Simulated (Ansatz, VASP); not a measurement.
**Cu3O: VASP beside Ansatz**

The input INCAR:

```
SYSTEM = Cu3O
PREC = Accurate
ENCUT = 600
EDIFF = 1E-6
ISMEAR = 0
SIGMA = 0.1
LREAL = .False.
LASPH = .True.
NELM = 60
ALGO = Normal
ISIF = 3
LWAVE = .False.
LCHARG = .False.
GGA = PE
IBRION = 2
NSW = 100
EDIFFG = -0.01
```

The input KPOINTS:

```
Automatic mesh
0
Gamma
  14 14 14
  0 0 0
```

Contents of POSCAR:

```
Cu3O
1.0
    3.5679828200      0.0000000000      0.0000000000
    0.0000000000      3.5679828200      0.0000000000
    0.0000000000      0.0000000000      3.5679828200
Cu O
3 1
Direct
    0.0000000000      0.5000000000      0.5000000000
    0.5000000000      0.0000000000      0.5000000000
    0.5000000000      0.5000000000      0.0000000000
    0.0000000000      0.0000000000      0.0000000000
```

Input for Ansatz:

```yaml
crystal:
  lattice:
    - [3.56798282, 0.0, 0.0]
    - [0.0, 3.56798282, 0.0]
    - [0.0, 0.0, 3.56798282]
  atoms:
    - { symbol: Cu, position: [0.0, 0.5, 0.5] }
    - { symbol: Cu, position: [0.5, 0.0, 0.5] }
    - { symbol: Cu, position: [0.5, 0.5, 0.0] }
    - { symbol: O, position: [0.0, 0.0, 0.0] }
basis:
  ecutwfc: 420
kpoints:
  mp_grid: { grid: [14, 14, 14] }
hamiltonian:
  xc: pbe
scf:
  occupations: { method: gaussian, width: 0.1 }
output:
  forces: true
  stress: true
  eigenvalues: true
relax:
  adjacent_minimum: "off"
  f_tol: 0.01
  max_steps: 80
  cell: { stress_tol: 0.05 }
```

Change from the starting cell: species swapped into the PrIn3 type (Pm-3m, No. 221).

Alike in both runs: task relaxation of cell and atoms; functional PBE; k mesh 14 × 14 × 14; occupations gaussian, width 0.1 eV; no spin polarisation.

|  | VASP | Ansatz |
| --- | --- | --- |
| version | VASP 6.6.1 | Ansatz 0.2.0 |
| potentials or method | VASP PAW PBE potentials, release 64 (Cu, O), cutoff 600 eV | scalar-relativistic, plane waves, PAW |
| valence electrons in the cell | 39 | 63 |

VASP gave:

```
gap on the k mesh at the Fermi level, each at its own relaxed structure (eV) : none
relaxed volume (Å³/atom)                                                     : 11.14
relaxed cell length with the largest relative difference (Å)                 : 3.545
```

Task: Estimate Ansatz's values.

Result: gap on the k mesh at the Fermi level, each at its own relaxed structure (eV): none; relaxed volume (Å³/atom): 11.13; relaxed cell length with the largest relative difference (Å): 3.544.

A gap of «none» marks a metal or a gap that the smearing closes. VASP's potentials hold 39 valence electrons a cell and Ansatz's 63, so a difference there can come from the potentials and not from the codes.
